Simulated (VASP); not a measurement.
Runs of VASP 6.6.1 on Ti. The structure is that of space group Im-3m (No. 229), or close to it. The cells are those of the table. 

```tsv
cell	gap on the mesh (eV)	pressure (GPa)
a = 2.957 Å, angles 107.9, 107.9, 112.6°, 1 atom	none	-18.2
a = 2.786 Å, angles 110.3, 110.3, 107.8°, 1 atom	none	-5.3
a = 2.730 Å, angles 111.2, 111.2, 106.1°, 1 atom	none	1.8
a = 2.871 Å, angles 109.1, 109.1, 110.3°, 1 atom	none	-13.1
a = 2.758 Å, angles 110.7, 110.7, 107.0°, 1 atom	none	(c)
a = 2.928 Å, angles 108.3, 108.3, 111.8°, 1 atom	none	(a)
a = 2.899 Å, angles 108.7, 108.7, 111.1°, 1 atom	none	-15.1
a = 2.943 Å, angles 108.1, 108.1, 112.2°, 1 atom	none	(b)
```

Alike in all rows: task single point; level LDA; potentials or basis VASP PAW LDA potentials, release 64 (Ti_sv); no spin polarisation; k mesh 20 × 20 × 20; cutoff (eV) 520; smearing gaussian 0.15 eV.

Problem. Fill in the values left out.

Solution. (a) -16.8; (b) -17.5; (c) -1.9.

A gap of «none» marks levels without a gap at the run's occupations.
